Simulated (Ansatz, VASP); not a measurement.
One calculation of NbH2, two programs

```
CELL_PARAMETERS angstrom
0.00000 2.25868 2.28150
2.25868 0.00000 2.28150
2.25868 2.25868 0.00000
ATOMIC_POSITIONS crystal
Nb 0.00000 0.00000 0.00000
H 0.25000 0.25000 0.25000
H 0.75000 0.75000 0.75000
```

Change from the starting cell: equal xx and yy strain of -1 %.

Alike in both runs: task single point; functional LDA; k mesh 15 × 15 × 15; occupations fermi-dirac, width 0.03 eV; no spin polarisation.

```csv
,VASP,Ansatz
version,VASP 6.6.1,Ansatz 0.2.0
potentials or method,"VASP PAW LDA potentials, release 64 (Nb_sv, H), cutoff 500 eV","all-electron LAPW, scalar-relativistic"
```

```tsv
	VASP	Ansatz	Ansatz less VASP
pressure (GPa)	-5.0	-4.7	+0.24
traceless stress, the component that is largest in VASP (GPa)	-0.97	-0.97	0.000
```

LDA's correlation is that of Perdew and Zunger in VASP and of Perdew and Wang (1992) in Ansatz. Ansatz ran all-electron here, and VASP with PAW potentials.
